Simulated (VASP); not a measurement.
A run of VASP 6.6.1 is set up as follows.

The input INCAR:

```
SYSTEM = Ti
  ALGO = Normal
  EDIFF = 1E-7
  ENCUT = 520
  GGA = PS
  ISIF = 2
  ISMEAR = 0
  LASPH = .TRUE.
  LCHARG = .FALSE.
  LREAL = .FALSE.
  LWAVE = .FALSE.
  NBANDS = 12
  NELM = 100
  PREC = Accurate
  SIGMA = 0.15
```

File KPOINTS:

```
k-points
0
G
  22 22 22
  0 0 0
```

POSCAR

```
Ti
1.0
   -1.3707289715      1.3707289715      1.8482909452
    1.3707289715     -1.3707289715      1.8482909452
    1.3707289715      1.3707289715     -1.8482909452
Ti
1
Direct
    0.0000000000      0.0000000000      0.0000000000
```

Potentials or basis: VASP PAW PBE potentials, release 64 (Ti_sv).

Command:

```bash
$ cat potpaw_PBE.64/Ti_sv/POTCAR > POTCAR
$ mpirun -np 1 vasp_std > vasp.out
```

Estimate the pressure.

27.6 GPa.

What does it give for the band gap on the k mesh?

Zero (band 6 reaches 11.56 eV, above the bottom of band 7 at 9.96 eV).

Stress tensor (GPa, compression positive):
```
27.15  0.00  0.00
 0.00 27.15  0.00
 0.00  0.00 28.60
```

Caveat: the PAW data sets were made with another functional, which shifts forces and pressure a little.
